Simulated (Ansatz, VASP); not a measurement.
**InSb: VASP beside Ansatz**

```
In Sb
1.0
     0.00000    3.28278    3.28278
     3.28278    0.00000    3.28278
     3.28278    3.28278    0.00000
In Sb
1 1
Direct
  0.00000 0.00000 0.00000
  0.75000 0.75000 0.75000
```

Alike in both runs: task single point; functional PBEsol; k mesh 6 × 6 × 6; occupations gaussian, width 0.05 eV; no spin polarisation.

```csv
,VASP,Ansatz
version,VASP 6.6.1,Ansatz 0.2.0
potentials or method,"VASP PAW PBE potentials, release 64 (In_d, Sb), cutoff 520 eV","scalar-relativistic, plane waves, PAW"
valence electrons in the cell,18,28
```

|  | VASP | Ansatz | Ansatz less VASP |
| --- | --- | --- | --- |
| gap on the k mesh at the Fermi level (eV) | none | none | - |
| pressure (GPa) | -0.8 | -0.8 | -0.01 |

VASP's potentials were made for PBE, not for PBEsol. A gap of «none» marks a metal or a gap that the smearing closes. With one functional, cell and mesh, what is left measures potentials, basis and numerics. VASP's potentials hold 18 valence electrons a cell and Ansatz's 28, so a difference there can come from the potentials and not from the codes.

Spin-orbit coupling is off throughout.
